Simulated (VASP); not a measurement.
Crystal: NaF.

```
Na F
1.0
     2.79349    0.00000    0.00000
     0.00000    2.79349    0.00000
     0.00000    0.00000    2.79349
Na F
1 1
Direct
  0.00000 0.00000 0.00000
  0.50000 0.50000 0.50000
```

Base run:

```yaml
Program: VASP 6.6.1
Functional: HSE06
Potentials_or_basis: VASP PAW PBE potentials, release 64 (Na_pv, F)
Cutoff: 520 eV
k_mesh: 6 × 6 × 6
Occupations: gaussian, width 0.01 eV
Spin: no spin polarisation
```

Its results: band gap on the k mesh 8.30 eV, indirect (least direct gap 8.65 eV); pressure 1.9 GPa.

Q: The run is repeated on the same cell with these changes: functional from HSE06 to PBE. What comes out?

A: Band gap on the k mesh 6.11 eV, indirect (least direct gap 6.45 eV); pressure 4.2 GPa.

HSE06 gives the wider gap, since exact exchange removes part of the self-interaction.

Caveats: the PAW data sets were made with another functional, which shifts forces and pressure a little (some runs).

A k mesh can miss the band edges.
